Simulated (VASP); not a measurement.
A run of VASP 6.6.1 is set up as follows.

The input INCAR:

```
PREC = Accurate ; ENCUT = 520
EDIFF = 1E-6 ; ISMEAR = 0
SIGMA = 0.1 ; LREAL = F
LASPH = T ; NELM = 60
ALGO = Normal ; ISIF = 2
LWAVE = F ; LCHARG = F
GGA = PE ; NBANDS = 20
```

File KPOINTS:

```
Automatic mesh
0
Gamma
  10 8 8
```

POSCAR

```
B6N
1.0
    3.2629237905     -0.0014922461      0.0016794931
   -0.6298430882      4.3594989897      0.0119310295
   -0.9652053240     -1.4096231828      4.7145582371
B N
6 1
Direct
    0.3967036157      0.4093226645      0.2112240276
    0.6032963843      0.5906773355      0.7887759724
    0.1737859169      0.6507342447      0.9751718042
    0.8262140831      0.3492657553      0.0248281958
    0.5000000000      0.0000000000      0.0000000000
    0.0000000000      0.0000000000      0.0000000000
    0.5000000000      0.5000000000      0.5000000000
```

Potentials or basis: VASP PAW PBE potentials, release 64 (B, N).

Run with:

```console
$ cat potpaw_PBE.64/B/POTCAR potpaw_PBE.64/N/POTCAR > POTCAR
$ mpirun -np 1 vasp_std > vasp.out
```

(1) Predict the largest force.

(2) Predict the pressure.

## Answers

(1) 0.007 eV/Å.

(2) -0.1 GPa.
